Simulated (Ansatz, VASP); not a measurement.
**One calculation of W, two programs**

```
W
1.0
     3.18342    0.00000    0.00000
     0.00000    3.18342    0.00000
     0.00000    0.00000   23.95850
W
6
Direct
  0.25000 0.25000 0.34047
  0.75000 0.75000 0.39907
  0.25000 0.25000 0.46785
  0.75000 0.75000 0.53215
  0.25000 0.25000 0.60093
  0.75000 0.75000 0.65953
```

Alike in both runs: functional PBE; k mesh 11 × 11 × 1; occupations fermi-dirac, width 0.08 eV; no spin polarisation.

Ansatz relaxed the structure, and its values are those at the end. VASP's run is a single point on that final structure, the one shown.

```csv
,VASP,Ansatz
version,VASP 6.6.1,Ansatz 0.2.0
potentials or method,"VASP PAW PBE potentials, release 64 (W_sv)","PAW with Ansatz's default frozen-core files, scalar-relativistic"
plane-wave cutoff (eV),520,420
valence electrons in the cell,84,84
```

Ansatz gave:

| Quantity | Value |
| --- | --- |
| rms of the force components (eV/Å) | 0.003 |

Q: Estimate VASP's values.

A: rms of the force components (eV/Å): 0.015.

Ansatz's warnings: stress scf threshold loose, xc potential rough in thin density.

Spin-orbit coupling is off throughout.
